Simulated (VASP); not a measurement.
Runs of VASP 6.6.1 on FeBr4. The structure is that of space group F-43m (No. 216), or close to it. The cells are those of the table. 

| cell | gap on the mesh (eV) | pressure (GPa) | moment (μB) | largest force (eV/Å) |
| --- | --- | --- | --- | --- |
| a = 7.710 Å, angles 60.0°, 5 atoms | none | -0.2 | 4.00 | 0.01 |
| a = 7.543 Å, angles 60.0°, 5 atoms | none | -0.1 | 4.00 | 0.01 |
| a = 7.469 Å, angles 60.0°, 5 atoms | none | (a) | 4.00 | - |
| a = 7.615 Å, angles 60.0°, 5 atoms | none | -0.1 | 4.00 | - |

Alike in all rows: task single point; level PBE; potentials or basis VASP PAW PBE potentials, release 64 (Fe, Br); spin collinear, ferromagnetic start; k mesh 6 × 6 × 6; cutoff (eV) 520; smearing gaussian 0.1 eV.

Problem. Fill in the values left out.

Solution. (a) 0.0.

Caveats: semilocal functionals often make such compounds metallic where correlation or magnetic order opens a gap, which also shifts bond lengths.

A k mesh can miss the band edges, and the runs leave out spin-orbit coupling on Br.

A gap of «none» marks levels without a gap at the run's occupations.
